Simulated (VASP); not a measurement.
# Li4Nb4O11 (a cell with a defect) in VASP: a series of runs

Li4Nb4O11 (a cell with a defect) is run at these levels: PBE; tasks: single point.

Program: VASP 6.6.1. These are calculated values, not measurements. Logs are shortened: lines on timing, memory, paths and dates and some standing lists are left out, and cuts for length are marked.

## Step 1: The cell of the first run

The cell holds a defect, 19 atoms: a = 5.223 Å, b = 5.499 Å, c = 7.584 Å, α = 94.07°, β = 90.00°, γ = 90.00°.

## Step 2: Single point, PBE

The input, INCAR:

```
ALGO = Normal ; EDIFF = 1E-6
ENCUT = 520 ; GGA = PE
ISIF = 2 ; ISMEAR = 0
LASPH = True ; LCHARG = False
LREAL = Auto ; LWAVE = False
NBANDS = 80 ; NELECT = 128.0
NELM = 80 ; PREC = Accurate
SIGMA = 0.05
```

The input, KPOINTS:

```
k-points
0
Gamma
  4 4 4
```

The input, POSCAR:

```
Li4Nb4O11
1.0
    5.2231019317      0.0000000000      0.0000000000
    0.0000000000      3.0155593063     -4.5984613597
    0.0000000000      6.0311186126      4.5984613597
Li Nb O
4 4 11
Direct
    0.0000000000      0.5000000000      0.2500000000
    0.5000000000      0.0000000000      0.7500000000
    0.0000000000      0.5000000000      0.7500000000
    0.5000000000      0.0000000000      0.2500000000
    0.5000000000      0.5000000000      0.5000000000
    0.0000000000      0.0000000000      0.0000000000
    0.0000000000      0.0000000000      0.5000000000
    0.5000000000      0.5000000000      0.0000000000
    0.8803293659      0.0000000000      0.2500000000
    0.3803293659      0.5000000000      0.7500000000
    0.8098353170      0.6901646830      0.9401646830
    0.8098353170      0.3098353170      0.5598353170
    0.3098353170      0.8098353170      0.0598353170
    0.1196706341      0.0000000000      0.7500000000
    0.6196706341      0.5000000000      0.2500000000
    0.6901646830      0.8098353170      0.5598353170
    0.1901646830      0.3098353170      0.0598353170
    0.4078495389      1.1690010669      0.4401646830
    0.6901646830      0.1901646830      0.9401646830
```

Potentials or basis: VASP PAW PBE potentials, release 64 (Li_sv, Nb_sv, O).

Started as:

```console
> cat potpaw_PBE.64/Li_sv/POTCAR potpaw_PBE.64/Nb_sv/POTCAR potpaw_PBE.64/O/POTCAR > POTCAR
> mpirun -np 1 vasp_std > vasp.out
```

OUTCAR:

```text
EDIFF = 1E-6
   ENCUT = 520
   GGA = PE
   ISIF = 2
   ISMEAR = 0
   LASPH = True
   LREAL = Auto
   NELECT = 128.0
   NELM = 80
   PREC = Accurate

 ion  position               nearest neighbor table
   1  0.000  0.500  0.250-  15 1.99  17 1.99
   2  0.500  0.000  0.750-  14 1.99  16 1.99  19 1.99
   3  0.000  0.500  0.750-  10 1.99  11 1.99  12 1.99
   4  0.500  0.000  0.250-  18 1.73   9 1.99  13 1.99
   5  0.500  0.500  0.500-  18 1.91  12 2.00  16 2.00  10 2.00  15 2.00
   6  0.000  0.000  0.000-  13 2.00  19 2.00  17 2.00  11 2.00   9 2.00  14 2.00
   7  0.000  0.000  0.500-  16 2.00  12 2.00  14 2.00   9 2.00  18 2.38
   8  0.500  0.500  0.000-  11 2.00  17 2.00  13 2.00  19 2.00  10 2.00  15 2.00
   9  0.880  0.000  0.250-   4 1.99   6 2.00   7 2.00
  10  0.380  0.500  0.750-   3 1.99   5 2.00   8 2.00
  11  0.810  0.690  0.940-   3 1.99   8 2.00   6 2.00
  12  0.810  0.310  0.560-   3 1.99   5 2.00   7 2.00
  13  0.310  0.810  0.060-   4 1.99   6 2.00   8 2.00
  14  0.120  0.000  0.750-   2 1.99   6 2.00   7 2.00
  15  0.620  0.500  0.250-   1 1.99   5 2.00   8 2.00
  16  0.690  0.810  0.560-   2 1.99   7 2.00   5 2.00
  17  0.190  0.310  0.060-   1 1.99   8 2.00   6 2.00
  18  0.408  0.169  0.440-   4 1.73   5 1.91   7 2.38
  19  0.690  0.190  0.940-   2 1.99   6 2.00   8 2.00

  LATTYP: Found a simple monoclinic cell.
 ALAT       =     5.4990403532
 B/A-ratio  =     0.9498206225
 C/A-ratio  =     1.3791878824
 COS(beta)  =    -0.0709408676

  Lattice vectors:

 A1 = (   0.0000000000,   3.0155593063,  -4.5984613597)
 A2 = (  -5.2231019317,   0.0000000000,   0.0000000000)
 A3 = (   0.0000000000,   6.0311186126,   4.5984613597)

Analysis of symmetry for initial positions (statically):
=====================================================================
 Subroutine PRICEL returns:
 Original cell was already a primitive cell.

 Routine SETGRP: Setting up the symmetry group for a
 simple monoclinic supercell.

 Subroutine GETGRP returns: Found  1 space group operations
 (whereof  1 operations were pure point group operations)
 out of a pool of  4 trial point group operations.

The static configuration has the point symmetry C_1 .

Analysis of symmetry for dynamics (positions and initial velocities):
=====================================================================
 Subroutine PRICEL returns:
 Original cell was already a primitive cell.

 Routine SETGRP: Setting up the symmetry group for a
 simple monoclinic supercell.

 Subroutine GETGRP returns: Found  1 space group operations
 (whereof  1 operations were pure point group operations)
 out of a pool of  4 trial point group operations.

The dynamic configuration has the point symmetry C_1 .

 Subroutine INISYM returns: Found  1 space group operations
 (whereof  1 operations are pure point group operations),
 and found     1 'primitive' translations

----------------------------------------------------------------------------------------

                                     Primitive cell

  volume of cell :     217.2852

  direct lattice vectors                    reciprocal lattice vectors
     5.223101932  0.000000000  0.000000000     0.191457110  0.000000000  0.000000000
     0.000000000  3.015559306 -4.598461360     0.000000000  0.110537814 -0.144976029
     0.000000000  6.031118613  4.598461360     0.000000000  0.110537814  0.072488014

  length of vectors
     5.223101932  5.499040353  7.584209820     0.191457110  0.182309235  0.132185932

  position of ions in fractional coordinates (direct lattice)
     0.000000000  0.500000000  0.250000000
     0.500000000  1.000000000  0.750000000
     0.000000000  0.500000000  0.750000000
     0.500000000  1.000000000  0.250000000
     0.500000000  0.500000000  0.500000000
     0.000000000  0.000000000  0.000000000
[... 11 lines left out ...]
     0.407849539  0.169001067  0.440164683
     0.690164683  0.190164683  0.940164683

  ion indices of the primitive-cell ions
   primitive index   ion index
                 1           1
                 2           2
                 3           3
                 4           4
                 5           5
                 6           6
[... 11 lines left out ...]
                18          18
                19          19

----------------------------------------------------------------------------------------

 KPOINTS: k-points

Automatic generation of k-mesh.
 Grid dimensions read from file:
 generate k-points for:    4    4    4

 Generating k-lattice:

  Cartesian coordinates                     Fractional coordinates (reciprocal lattice)
     0.047864277  0.000000000  0.000000000     0.250000000  0.000000000  0.000000000
     0.000000000  0.027634453 -0.036244007     0.000000000  0.250000000 -0.000000000
     0.000000000  0.027634453  0.018122004     0.000000000 -0.000000000  0.250000000

  Length of vectors
     0.047864277  0.045577309  0.033046483

  Shift w.r.t. Gamma in fractional coordinates (k-lattice)
     0.000000000  0.000000000  0.000000000

 Subroutine IBZKPT returns following result:
 ===========================================

 Found     36 irreducible k-points:

 Following reciprocal coordinates:
            Coordinates               Weight
  0.000000  0.000000  0.000000      1.000000
  0.250000  0.000000  0.000000      2.000000
  0.500000  0.000000  0.000000      1.000000
  0.000000  0.250000  0.000000      2.000000
  0.250000  0.250000  0.000000      2.000000
  0.250000 -0.250000  0.000000      2.000000
[... 16 lines left out ...]
  0.000000 -0.250000  0.250000      2.000000
  0.250000 -0.250000  0.250000      2.000000
 [... further k-points ...]
   k-points           NKPTS =     36   k-points in BZ     NKDIM =     36   number of bands    NBANDS=     80
   number of dos      NEDOS =    301   number of ions     NIONS =     19
   total plane-waves  NPLWV =  94080
   dimension x,y,z NGX =    40 NGY =   42 NGZ =   56
   dimension x,y,z NGXF=    80 NGYF=   84 NGZF=  112
   ions per type =               4   4  11
   NGX,Y,Z   is equivalent  to a cutoff of  12.73, 12.70, 12.28 a.u.
   NGXF,Y,Z  is equivalent  to a cutoff of  25.46, 25.39, 24.55 a.u.
 SYSTEM =  unknown system
   PREC   = accura    normal or accurate (medium, high low for compatibility)
   ISTART =      0    job   : 0-new  1-cont  2-samecut
   ICHARG =      2    charge: 1-file 2-atom 10-const
   ISPIN  =      1    spin polarized calculation?
   LNONCOLLINEAR =      F non collinear calculations
   LSORBIT =      F    spin-orbit coupling
   LASPH  =      T    aspherical Exc in radial PAW
   ENCUT  =  520.0 eV  38.22 Ry    6.18 a.u.   9.71 10.22 14.10*2*pi/ulx,y,z
   NELM   =     80;   NELMIN=  2; NELMDL= -5     # of ELM steps
   EDIFF  = 0.1E-05   stopping-criterion for ELM
   LREAL  =      T    real-space projection
   EDIFFG = 0.1E-04   stopping-criterion for IOM
   NSW    =      0    number of steps for IOM
   IBRION =     -1    ionic relax: 0-MD 1-quasi-New 2-CG
   NFREE  =      0    steps in history (QN), initial steepest desc. (CG)
   ISIF   =      2    stress and relaxation
   ISYM   =      2    0-nonsym 1-usesym 2-fastsym
   POTIM  = 0.5000    time-step for ionic-motion
   TEBEG  =    0.0;   TEEND  =   0.0 temperature during run
   PSTRESS=    0.0 pullay stress
   NELECT =     128.0000    total number of electrons
   NUPDOWN=      -1.0000    fix difference up-down
   EMIN   =  10.00;   EMAX   =-10.00  energy-range for DOS
   EFERMI =   0.00;   METHOD = LEGACY
   ISMEAR =     0;   SIGMA  =   0.05  broadening in eV -4-tet -1-fermi 0-gaus
   EFERMI_NEDOS =   21; number of points for ismear=-14 and -15
   IALGO  =     38    algorithm
   IMIX   =      4    mixing-type and parameters
     AMIX     =   0.40;   BMIX     =  1.00
     AMIX_MAG =   1.60;   BMIX_MAG =  1.00
  volume/ion in A,a.u.               =      11.44        77.17
  Fermi-wavevector in a.u.,A,eV,Ry     =   1.372360  2.593385 25.624837  1.883372
  Thomas-Fermi vector in A             =   2.497974
   LORBIT       =      0    0 simple, 1 ext, 2 COOP (PROOUT), +10 PAW based schemes
   GGA     = PE    functional components
   LHFCALC =     F    Hartree Fock is set to
   AEXX    =    0.0000 exact exchange contribution
   IVDW    =     0    specifies the selected vdW correction
   LEPSILON=     F    determine dielectric tensor
   LRPA    =     F    only Hartree local field effects (RPA)
 non-spin polarized calculation
 Gauss-broadening in eV      SIGMA  =   0.05
  energy-cutoff  :      520.00
  volume of cell :      217.29
 maximum number of plane-waves:      5888
 NGX is ok and might be reduce to    40
   NGX = 19   NGY = 21   NGZ = 29

 number of electron     127.9999974 magnetization

 Free energy of the ion-electron system (eV)
  ---------------------------------------------------
  ext. energy  EPLUGINS =         0.00000000
  ---------------------------------------------------
  free energy    TOTEN  =      -157.97087316 eV

  energy without entropy =     -157.97087316  energy(sigma->0) =     -157.97087316

 E-fermi :   4.1819     XC(G=0): -10.3252

 val. band max:        3.9026792911   @ k =   0.2500   0.0000   0.5000
 cond. band min:       4.4309925332   @ k =   0.0000   0.0000   0.5000
 fundamental gap:      0.5283132421
 Fermi energy:         4.1819048569

 k-point     1 :       0.0000    0.0000    0.0000
  band No.  band energies     occupation
      1     -52.2082      2.00000
      2     -51.7410      2.00000
      3     -50.6842      2.00000
      4     -50.6292      2.00000
      5     -40.2096      2.00000
      6     -39.0788      2.00000
[... 68 lines left out ...]
     75       8.3281      0.00000
     76       8.5212      0.00000

 k-point     2 :       0.2500    0.0000    0.0000
  band No.  band energies     occupation
      1     -52.2082      2.00000
      2     -51.7410      2.00000
      3     -50.6840      2.00000
      4     -50.6294      2.00000
      5     -40.2096      2.00000
      6     -39.0788      2.00000
[... 68 lines left out ...]
     75       8.2431      0.00000
     76       8.4184      0.00000

 k-point     3 :       0.5000    0.0000    0.0000
  band No.  band energies     occupation
      1     -52.2081      2.00000
      2     -51.7410      2.00000
      3     -50.6838      2.00000
      4     -50.6296      2.00000
      5     -40.2096      2.00000
      6     -39.0788      2.00000
[... 1648 lines left out ...]
     75       8.2792      0.00000
     76       8.4725      0.00000

 k-point    24 :       0.2500   -0.2500    0.2500
  band No.  band energies     occupation
      1     -52.2082      2.00000
      2     -51.7410      2.00000
      3     -50.6839      2.00000
      4     -50.6295      2.00000
      5     -40.2096      2.00000
      6     -39.0788      2.00000
[... 68 lines left out ...]
     75       8.0598      0.00000
     76       8.3342      0.00000

 [... further k-points ...]

 [bands above 76 left out]

------------------------ aborting loop because EDIFF is reached ----------------------------------------

  FORCE on cell =-STRESS in cart. coord.  units (eV):
  Direction    XX          YY          ZZ          XY          YZ          ZX
  --------------------------------------------------------------------------------------
  -------------------------------------------------------------------------------------
  Total      -23.7666834    -22.0080455    -23.9578330      0.3652849     -0.1206709      1.0110622
  in kB     -175.2463541   -162.2788370   -176.6558177      2.6934697     -0.8897805      7.4551827
  external PRESSURE =    -171.3936696 kB  Pullay stress =       0.0000000 kB

 VOLUME and BASIS-vectors are now :
 -----------------------------------------------------------------------------
  energy-cutoff  :      520.00
  volume of cell :      217.29
      direct lattice vectors                 reciprocal lattice vectors
     5.223101932  0.000000000  0.000000000     0.191457110  0.000000000  0.000000000
     0.000000000  3.015559306 -4.598461360     0.000000000  0.110537814 -0.144976029
     0.000000000  6.031118613  4.598461360     0.000000000  0.110537814  0.072488014

 POSITION                                       TOTAL-FORCE (eV/Angst)
 -----------------------------------------------------------------------------------
      0.00000      3.01556     -1.14962        -0.593305     -1.272204     -0.399435
      2.61155      4.52334      3.44885         0.095004      0.434746      0.135786
      0.00000      6.03112      1.14962        -0.166453      0.626711      0.576471
      2.61155      1.50778      1.14962         0.607307     -1.397387     -0.609927
      2.61155      4.52334      0.00000         2.687868     -1.294877      3.071966
      0.00000      0.00000      0.00000        -0.202444     -0.216553     -0.159522
[... 11 lines left out ...]
      2.13024      3.16432      1.24694        -3.999467      0.949851      0.462925
      3.60480      6.24370      3.44885         0.205652      0.069971     -0.033062
 -----------------------------------------------------------------------------------
    total drift:                               -0.001776      0.002789     -0.002360

  FREE ENERGIE OF THE ION-ELECTRON SYSTEM (eV)
  ---------------------------------------------------
  free  energy   TOTEN  =      -157.9708731585 eV

  energy  without entropy=     -157.9708731585  energy(sigma->0) =     -157.97087316
```

Run time: 33 min. Hardware: 1 thread of Intel Xeon 8259CL, shared host; peak memory 0.54 GiB.

What came out:

- Free energy: -157.9709 eV
- Largest force: 5.045 eV/Å

Forces on the atoms (eV/Å):
```
Li  -0.593 -1.272 -0.399
Li   0.095  0.435  0.136
Li  -0.166  0.627  0.576
Li   0.607 -1.397 -0.610
Nb   2.688 -1.295  3.072
Nb  -0.202 -0.217 -0.160
Nb  -3.033  3.252 -2.383
Nb   0.236 -0.028  0.112
O    1.250  1.735  1.959
O   -0.342 -1.626 -1.706
O    0.017  0.167 -0.135
O    2.262 -0.458  0.359
O   -0.215  0.178  0.231
O    0.012 -2.454 -1.271
O   -0.632  1.664  0.197
O    1.884 -0.460 -0.557
O   -0.074  0.130  0.147
O   -3.999  0.950  0.463
O    0.206  0.070 -0.033
```

Levels at points of the mesh, in eV from the Fermi level:
| k point | band 60 | band 61 | band 62 | band 63 | band 64 | band 65 | band 66 | band 67 | band 68 | band 69 |
| --- | --- | --- | --- | --- | --- | --- | --- | --- | --- | --- |
| (0.00, 0.00, 0.00) | -1.00 | -0.87 | -0.48 | -0.45 | -0.36 | 0.26 | 1.28 | 1.53 | 1.66 | 2.03 |
| (0.50, 0.00, 0.00) | -1.22 | -1.09 | -0.71 | -0.44 | -0.36 | 0.74 | 1.36 | 1.60 | 2.01 | 2.27 |
| (0.00, 0.50, 0.00) | -1.25 | -1.13 | -0.81 | -0.46 | -0.42 | 1.17 | 1.38 | 1.69 | 2.08 | 2.30 |
| (0.50, 0.50, 0.00) | -1.12 | -1.06 | -0.94 | -0.93 | -0.80 | 0.52 | 1.32 | 1.51 | 1.61 | 2.07 |
| (0.00, 0.00, 0.50) | -1.03 | -0.96 | -0.47 | -0.41 | -0.31 | 0.25 | 1.29 | 1.97 | 2.11 | 2.40 |
| (0.50, 0.00, 0.50) | -0.90 | -0.87 | -0.68 | -0.43 | -0.36 | 0.72 | 1.33 | 1.94 | 2.30 | 2.52 |
| (0.00, 0.50, 0.50) | -0.98 | -0.89 | -0.72 | -0.45 | -0.42 | 1.03 | 1.47 | 2.01 | 2.33 | 2.51 |
| (0.50, 0.50, 0.50) | -1.11 | -1.04 | -1.00 | -0.94 | -0.87 | 0.51 | 1.35 | 2.03 | 2.17 | 2.35 |

Caveat: the cell carries a net charge on a neutralising background, which shifts energy and pressure; the cell differs from its parent crystal (atoms taken out, atom 18 moved 1.000 of the way to it and +0.525 Å across, host rigid); the cell is charged against a uniform background, so pressure and absolute levels hang on convention; the cutoff is under 1.25 times the usual one of these potentials, so pressure, stress and relaxed cells hold a basis-set (Pulay) error.

## Step 3: Single point, PBE

The input, INCAR:

```
PREC     = Accurate       # precision mode
ENCUT    = 520            # plane-wave cutoff, eV
EDIFF    = 1E-6           # SCF threshold, eV
ISMEAR   = 0              # smearing method
SIGMA    = 0.05           # smearing width, eV
LREAL    = Auto         
LASPH    = True           # aspherical terms in the spheres
NELM     = 80             # most SCF steps
ALGO     = Normal         # electronic algorithm
ISIF     = 2              # what is computed and relaxed
LWAVE    = False          # write WAVECAR
LCHARG   = False          # write CHGCAR
GGA      = PE             # functional
NBANDS   = 80             # bands
NELECT   = 128.0
```

The input, KPOINTS:

```
Automatic mesh
0
Gamma
  4 4 4
```

POSCAR, as its differences from that of step 2:

```diff
@@ -25,3 +25,3 @@
     0.1901646830      0.3098353170      0.0598353170
-    0.4078495389      1.1690010669      0.4401646830
+    0.1574932757      0.6972192216      0.4401646830
     0.6901646830      0.1901646830      0.9401646830
```

Potentials or basis: VASP PAW PBE potentials, release 64 (Li_sv, Nb_sv, O).

Started as:

```console
> cat potpaw_PBE.64/Li_sv/POTCAR potpaw_PBE.64/Nb_sv/POTCAR potpaw_PBE.64/O/POTCAR > POTCAR
> mpirun -np 1 vasp_std > vasp.out
```

Run time: 35 min. Hardware: 1 thread of Intel Xeon 8259CL, shared host; peak memory 0.53 GiB.

It converged, with:

```yaml
Free_energy: -158.9476 eV
Largest_force: 5.084 eV/Å
```

Forces in eV/Å, atoms in the order of the input:
```
Li  -0.304 -0.509 -0.584
Li   0.156  0.610  0.579
Li  -0.118  0.488  0.223
Li   0.507 -1.257 -0.303
Nb   2.909  3.212 -2.659
Nb  -0.180 -0.188  0.027
Nb  -3.322 -0.536  2.584
Nb   0.227 -0.155 -0.159
O    0.598  1.675  0.478
O   -0.047 -2.432 -1.170
O   -0.195  0.079 -0.033
O   -1.175 -0.333 -0.754
O    0.050  0.082  0.128
O    0.256 -1.492 -1.642
O   -0.962  1.590  1.926
O   -0.823 -0.628  0.209
O    0.164  0.234  0.258
O    2.270 -0.608  1.010
O   -0.012  0.168 -0.118
```

Levels at points of the mesh, in eV from the Fermi level:
```csv
k point,band 60,band 61,band 62,band 63,band 64,band 65,band 66,band 67,band 68,band 69
"(0.00, 0.00, 0.00)",-0.99,-0.94,-0.49,-0.44,-0.36,0.24,0.98,1.52,1.66,2.06
"(0.50, 0.00, 0.00)",-1.24,-1.07,-0.77,-0.43,-0.36,1.09,1.46,1.74,2.20,2.33
"(0.00, 0.50, 0.00)",-1.23,-1.12,-0.86,-0.46,-0.41,1.18,1.52,1.73,2.31,2.35
"(0.50, 0.50, 0.00)",-1.11,-1.06,-0.94,-0.90,-0.86,0.62,1.15,1.51,1.60,2.13
"(0.00, 0.00, 0.50)",-1.02,-0.99,-0.47,-0.39,-0.30,0.21,0.98,2.09,2.21,2.42
"(0.50, 0.00, 0.50)",-0.90,-0.84,-0.69,-0.43,-0.35,0.98,1.65,1.97,2.34,2.63
"(0.00, 0.50, 0.50)",-0.96,-0.88,-0.73,-0.45,-0.41,1.01,1.67,2.03,2.42,2.64
"(0.50, 0.50, 0.50)",-1.16,-1.02,-1.00,-0.95,-0.85,0.63,1.15,2.08,2.19,2.39
```

Caveat: the cell carries a net charge on a neutralising background, which shifts energy and pressure; the cell differs from its parent crystal (atoms taken out, atom 18 moved 0.000 of the way to it and -0.175 Å across, host rigid); the cell is charged against a uniform background, so pressure and absolute levels hang on convention; the cutoff is under 1.25 times the usual one of these potentials, so pressure, stress and relaxed cells hold a basis-set (Pulay) error.

(Continued in part 2 of 2.)
